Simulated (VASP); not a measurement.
Here is a VASP 6.6.1 calculation.

File INCAR:

```
SYSTEM = BeTe
PREC = Accurate
ENCUT = 520
EDIFF = 1E-6
ISMEAR = -1
SIGMA = 0.05
LREAL = .FALSE.
LASPH = .TRUE.
NELM = 80
ALGO = Normal
ISIF = 2
LWAVE = .FALSE.
LCHARG = .FALSE.
NBANDS = 11
```

KPOINTS

```
regular mesh
0
G
  8 8 8
  0 0 0
```

The input POSCAR:

```
BeTe
1.0
    0.0000000000      2.7700000000      2.7700000000
    2.7700000000      0.0000000000      2.7700000000
    2.7700000000      2.7700000000      0.0000000000
Te Be
1 1
Direct
    0.7500000000      0.7500000000      0.7500000000
    0.0000000000      0.0000000000      0.0000000000
```

Potentials or basis: VASP PAW LDA potentials, release 64 (Te, Be).

Launch:

```bash
$ cat potpaw_LDA.64/Te/POTCAR potpaw_LDA.64/Be/POTCAR > POTCAR
$ mpirun -np 1 vasp_std > vasp.out
```

Problem. Estimate the band gap on the k mesh.

Solution. 1.75 eV, indirect (least direct gap 3.54 eV).

Problem. What does it give for the pressure?

Solution. 0.8 GPa.

Caveat: spin-orbit coupling is left out, which moves the levels of the heavy elements. LDA gaps usually lie below the measured ones, often by a third to a half.
